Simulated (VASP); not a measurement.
# InP: single point with PBE

The system is InP.

```
In P
1.0
     0.00000    2.95413    2.95413
     2.95413    0.00000    2.95413
     2.95413    2.95413    0.00000
In P
1 1
Direct
  0.00000 0.00000 0.00000
  0.75000 0.75000 0.75000
```

- Program: VASP 6.6.1
- Task: single point
- Functional: PBE
- Potentials or basis: VASP PAW PBE potentials, release 64 (In_d, P)
- Cutoff: 500 eV
- k mesh: 8 × 8 × 8
- Occupations: fermi-dirac, width 0.01 eV
- Spin: no spin polarisation
- Dipole correction: no
- Further INCAR settings: ALGO = Normal; EDIFF = 1e-06; NBANDS = 16

```
Pressure               : 1.6 GPa
Band gap on the k mesh : 0.58 eV
```

Levels at points of the mesh, in eV from the valence-band top:
```
           k point  band 6  band 7  band 8  band 9  band 10  band 11  band 12  band 13
(0.00, 0.00, 0.00)  -11.35    0.00    0.00    0.00     0.58     4.09     4.09     4.09
(0.50, 0.00, 0.00)   -9.71   -5.60   -0.94   -0.94     1.44     4.81     4.81     7.05
(0.50, 0.50, 0.00)   -9.08   -5.65   -2.24   -2.24     1.80     2.27     9.06     9.43
```

It took 13 s on 1 thread of Intel(R) Xeon(R) Platinum 8559C (Emerald Rapids), with other jobs on the host, peak memory 0.17 GiB.

Caveat: spin-orbit coupling is left out, which moves the levels of the heavy elements.
